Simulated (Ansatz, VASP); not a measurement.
Be2Se: VASP beside Ansatz

```
Be Se
1.0
     4.74374    0.00000    0.00000
     0.00000    5.72781    0.00000
     0.00000    0.00000    3.49822
Be Se
4 2
Cartesian
  1.5036 5.1789 1.7491
  3.8755 3.4128 0.0000
  3.2401 0.5489 1.7491
  0.8683 2.3150 0.0000
  2.3719 2.8639 1.7491
  0.0000 0.0000 0.0000
```

Alike in both runs: functional PBE; k mesh 8 × 8 × 10; occupations gaussian, width 0.1 eV; no spin polarisation.

Ansatz relaxed the structure, and its values are those at the end. VASP's run is a single point on that final structure, the one shown.

```csv
,VASP,Ansatz
version,VASP 6.6.1,Ansatz 0.2.0
potentials or method,"VASP PAW PBE potentials, release 64 (Be, Se), cutoff 520 eV","scalar-relativistic, plane waves, PAW"
valence electrons in the cell,20,40
```

```tsv
	VASP	Ansatz	Ansatz less VASP
gap on the k mesh at the Fermi level (eV)	none	none	-
pressure (GPa)	0.1	0.0	-0.09
```

A gap of «none» marks a metal or a gap that the smearing closes. VASP's potentials hold 20 valence electrons a cell and Ansatz's 40, so a difference there can come from the potentials and not from the codes.
